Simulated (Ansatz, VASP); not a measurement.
Two plane-wave programs on C

File INCAR:

```
SYSTEM = C
PREC = Accurate
ENCUT = 520
EDIFF = 1E-6
ISMEAR = 0
SIGMA = 0.05
LREAL = Auto
LASPH = .TRUE.
NELM = 60
ALGO = Normal
ISIF = 2
LWAVE = .FALSE.
LCHARG = .FALSE.
LDIPOL = .TRUE.
IDIPOL = 3
DIPOL = 0.5 0.5 0.500
GGA = PS
NBANDS = 43
```

KPOINTS

```
Automatic mesh
0
G
  11 11 1
  0 0 0
```

File POSCAR:

```
C
1.0
    2.5129226041      0.0000000000      0.0000000000
    0.0000000000      2.5129226041      0.0000000000
    0.0000000000      0.0000000000     27.4383322977
C
15
Direct
    0.0000000000      0.5000000000      0.2733402278
    0.0000000000      0.0000000000      0.3057201952
    0.5000000000      0.0000000000      0.3381001627
    0.5000000000      0.5000000000      0.3704801302
    0.0000000000      0.5000000000      0.4028600976
    0.0000000000      0.0000000000      0.4352400651
    0.5000000000      0.0000000000      0.4676200325
    0.5000000000      0.5000000000      0.5000000000
    0.0000000000      0.5000000000      0.5323799675
    0.0000000000      0.0000000000      0.5647599349
    0.5000000000      0.0000000000      0.5971399024
    0.5000000000      0.5000000000      0.6295198698
    0.0000000000      0.5000000000      0.6618998373
    0.0000000000      0.0000000000      0.6942798048
    0.5000000000      0.0000000000      0.7266597722
```

Input for Ansatz:

```yaml
crystal:
  lattice:
    - [2.5129226041, 0.0, 0.0]
    - [0.0, 2.5129226041, 0.0]
    - [0.0, 0.0, 27.4383322977]
  atoms:
    - { symbol: C, position: [0.0, 0.5, 0.2733402278] }
    - { symbol: C, position: [0.0, 0.0, 0.3057201952] }
    - { symbol: C, position: [0.5, 0.0, 0.3381001627] }
    - { symbol: C, position: [0.5, 0.5, 0.3704801302] }
    - { symbol: C, position: [0.0, 0.5, 0.4028600976] }
    - { symbol: C, position: [0.0, 0.0, 0.4352400651] }
    - { symbol: C, position: [0.5, 0.0, 0.4676200325] }
    - { symbol: C, position: [0.5, 0.5, 0.5] }
    - { symbol: C, position: [0.0, 0.5, 0.5323799675] }
    - { symbol: C, position: [0.0, 0.0, 0.5647599349] }
    - { symbol: C, position: [0.5, 0.0, 0.5971399024] }
    - { symbol: C, position: [0.5, 0.5, 0.6295198698] }
    - { symbol: C, position: [0.0, 0.5, 0.6618998373] }
    - { symbol: C, position: [0.0, 0.0, 0.6942798048] }
    - { symbol: C, position: [0.5, 0.0, 0.7266597722] }
basis:
  ecutwfc: 420
kpoints:
  mp_grid: { grid: [11, 11, 1] }
hamiltonian:
  xc: pbesol
scf:
  occupations: { method: gaussian, width: 0.05 }
output:
  forces: true
  stress: true
  eigenvalues: true
  write_density: true
  write_potential: true
  elf: true
  volumetric_format: npy
efield:
  axis: 3
  dipole_correction: true
  ramp_width: 0.04
```

Alike in both runs: task single point; functional PBEsol; k mesh 11 × 11 × 1; occupations gaussian, width 0.05 eV; no spin polarisation.

```csv
,VASP,Ansatz
version,VASP 6.6.1,Ansatz 0.2.0
potentials or method,"VASP PAW PBE potentials, release 64 (C), cutoff 520 eV","scalar-relativistic, plane waves, PAW"
valence electrons in the cell,60,60
```

Ansatz gave:

```
gap on the k mesh at the Fermi level (eV) : none
rms of the force components (eV/Å)        : 0.705
```

**Question.** Estimate VASP's values.

**Answer.** gap on the k mesh at the Fermi level (eV): none; rms of the force components (eV/Å): 0.698.

VASP's potentials were made for PBE, not for PBEsol. Atom by atom the forces differ by 0.011 eV/Å (rms over components). A gap of «none» marks a metal or a gap that the smearing closes. With one functional, cell and mesh, what is left measures potentials, basis and numerics. Ansatz's warnings: xc potential rough in thin density.
